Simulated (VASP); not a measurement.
A run of VASP 6.6.1 is set up as follows.

File INCAR:

```
PREC = Accurate ; ENCUT = 600
EDIFF = 1E-7 ; ISMEAR = 0
SIGMA = 0.02 ; LREAL = False
LASPH = True ; NELM = 80
ALGO = Normal ; ISIF = 3
LWAVE = False ; LCHARG = False
GGA = CA ; IBRION = 2
NSW = 100 ; EDIFFG = -0.005
```

KPOINTS

```
Automatic mesh
0
Gamma
  8 8 8
```

File POSCAR:

```
ZnSe
1.0
    0.0000000000      2.8338000000      2.8338000000
    2.8338000000      0.0000000000      2.8338000000
    2.8338000000      2.8338000000      0.0000000000
Zn Se
1 1
Direct
    0.0000000000      0.0000000000      0.0000000000
    0.7500000000      0.7500000000      0.7500000000
```

Potentials or basis: VASP PAW LDA potentials, release 64 (Zn, Se).

Launch:

```bash
$ cat potpaw_LDA.64/Zn/POTCAR potpaw_LDA.64/Se/POTCAR > POTCAR
$ mpirun -np 1 vasp_std > vasp.out
```

What does it give for the space group after relaxing (to 0.05 Å)?

F-43m (No. 216).

Predict the relaxed cell.

a = 3.943 Å, b = 3.943 Å, c = 3.943 Å, α = 60.00°, β = 60.00°, γ = 60.00°.

Predict the band gap on the k mesh.

1.27 eV, direct.

Final structure:
```cif
data_structure
_symmetry_space_group_name_H-M 'P 1'
_symmetry_Int_Tables_number 1
_cell_length_a 3.9429
_cell_length_b 3.9429
_cell_length_c 3.9429
_cell_angle_alpha 60.000
_cell_angle_beta 60.000
_cell_angle_gamma 60.000
_cell_volume 43.34
loop_
_atom_site_label
_atom_site_type_symbol
_atom_site_fract_x
_atom_site_fract_y
_atom_site_fract_z
_atom_site_occupancy
Zn1 Zn 0.00000 0.00000 0.00000 1
Se1 Se 0.75000 0.75000 0.75000 1
```

As with any semilocal functional, this LDA gap is likely too small. LDA usually gives volumes a few per cent too small.
